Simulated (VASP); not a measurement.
SnTe3: relaxation of cell and atoms with PBEsol

The system is SnTe3.

```
CELL_PARAMETERS angstrom
0.00000 3.86122 3.86122
3.86122 0.00000 3.86122
3.86122 3.86122 0.00000
ATOMIC_POSITIONS crystal
Sn 0.00000 0.00000 0.00000
Te 0.25000 0.25000 0.25000
Te 0.75000 0.75000 0.75000
Te 0.50000 0.50000 0.50000
```

```
Program                : VASP 6.6.1
Task                   : relaxation of cell and atoms
Functional             : PBEsol
Potentials or basis    : VASP PAW PBE potentials, release 64 (Sn_d, Te)
Cutoff                 : 500 eV
k mesh                 : 4 × 4 × 4
Occupations            : fermi-dirac, width 0.1 eV
Spin                   : no spin polarisation
Dipole correction      : no
Further INCAR settings : ALGO = Normal; EDIFF = 1e-07; IBRION = 2; EDIFFG = -0.01; NSW = 80; ISIF = 3
```

* Relaxed volume: 27.46 Å³/atom
* Relaxed cell: a = 5.376 Å, b = 5.376 Å, c = 5.376 Å, α = 60.00°, β = 60.00°, γ = 60.00°
* Space group after relaxing (to 0.05 Å): Fm-3m (No. 225)
* Energy gained by relaxing: 10.6 meV/atom
* Ionic steps: 3
* Pressure after relaxing: 0.0 GPa
* Band gap on the k mesh: zero (band 16 reaches 8.60 eV, above the bottom of band 17 at 6.22 eV)

Step by step:
```tsv
step	energy change (eV)	largest force (eV/Å)	pressure (GPa)	volume (Å³)
1	0.0000	0.0000	-2.47	115.13
2	-0.0359	0.0000	1.11	107.89
3	-0.0426	0.0000	0.00	109.86
```

Final structure:
```
Sn Te
1.0
     0.00000    3.80129    3.80129
     3.80129    0.00000    3.80129
     3.80129    3.80129    0.00000
Sn Te
1 3
Direct
  0.00000 0.00000 0.00000
  0.25000 0.25000 0.25000
  0.75000 0.75000 0.75000
  0.50000 0.50000 0.50000
```

Levels at points of the mesh, in eV from the Fermi level:
```
           k point  band 13  band 14  band 15  band 16  band 17  band 18  band 19  band 20
(0.00, 0.00, 0.00)    -3.51    -3.51    -3.51    -1.99    -1.99    -1.99     2.88     2.88
(0.50, 0.00, 0.00)    -3.67    -2.04    -1.98     0.39     0.39     1.42     1.76     1.76
(0.50, 0.50, 0.00)    -0.88    -0.61    -0.61     0.07     0.17     0.17     2.18     3.38
```

It took 34 s on 1 thread of Intel(R) Xeon(R) Platinum 8488C (Sapphire Rapids), with other jobs on the host, peak memory 0.25 GiB.

Caveat: the PAW data sets were made with another functional, which shifts forces and pressure a little; spin-orbit coupling is left out, which moves the levels of the heavy elements.
